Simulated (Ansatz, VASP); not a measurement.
## One calculation of NaCl, two programs

File INCAR:

```
SYSTEM = NaCl
  AGGAC = 1.0
  AGGAX = 1.0
  ALDAC = 0.0
  ALDAX = 1.0
  ALGO = Normal
  EDIFF = 1E-6
  ENCUT = 520
  GGA = B5
  ISIF = 2
  ISMEAR = -1
  LASPH = .TRUE.
  LCHARG = .FALSE.
  LREAL = .FALSE.
  LWAVE = .FALSE.
  NBANDS = 14
  NELM = 80
  PREC = Accurate
  SIGMA = 0.05
```

The input KPOINTS:

```
k-points
0
G
  8 8 8
  0 0 0
```

Contents of POSCAR:

```
NaCl
1.0
    3.5021900000      0.0000000000      0.0000000000
    0.0000000000      3.5021900000      0.0000000000
    0.0000000000      0.0000000000      3.5021900000
Cl Na
1 1
Direct
    0.5000000000      0.5000000000      0.5000000000
    0.0000000000      0.0000000000      0.0000000000
```

The input input.yaml:

```yaml
crystal:
  lattice:
    - [3.50219, 0.0, 0.0]
    - [0.0, 3.50219, 0.0]
    - [0.0, 0.0, 3.50219]
  atoms:
    - { symbol: Cl, position: [0.5, 0.5, 0.5] }
    - { symbol: Na, position: [0.0, 0.0, 0.0] }
kpoints:
  mp_grid: { grid: [8, 8, 8] }
  band_path:
    path:
      - [0.0, 0.0, 0.0]
      - [0.0, 0.5, 0.0]
      - [0.5, 0.5, 0.0]
      - [0.0, 0.0, 0.0]
      - [0.5, 0.5, 0.5]
      - [0.0, 0.5, 0.0]
    npoints: 6
scf:
  occupations: { method: fermi_dirac, width: 0.05 }
hamiltonian:
  xc: blyp
  pseudopotentials: { kind: all_electron, lapw: { basis_error: 0.001 } }
output:
  forces: true
  stress: true
  eigenvalues: true
```

Alike in both runs: functional BLYP; k mesh 8 × 8 × 8; occupations fermi-dirac, width 0.05 eV; no spin polarisation.

```csv
,VASP,Ansatz
version,VASP 6.6.1,Ansatz 0.2.0
potentials or method,"VASP PAW PBE potentials, release 64 (Cl, Na_pv), cutoff 520 eV","all-electron LAPW, scalar-relativistic"
task,single point,band structure
```

|  | VASP | Ansatz | Ansatz less VASP |
| --- | --- | --- | --- |
| gap on the k mesh at the Fermi level (eV) | 4.04 | 4.03 | -0.016 |
| least direct gap on the mesh (eV) | 4.53 | 4.52 | -0.016 |
| pressure (GPa) | 1.0 | 1.2 | +0.16 |

VASP's potentials were made for PBE, not for BLYP. Ansatz ran all-electron here, and VASP with PAW potentials.
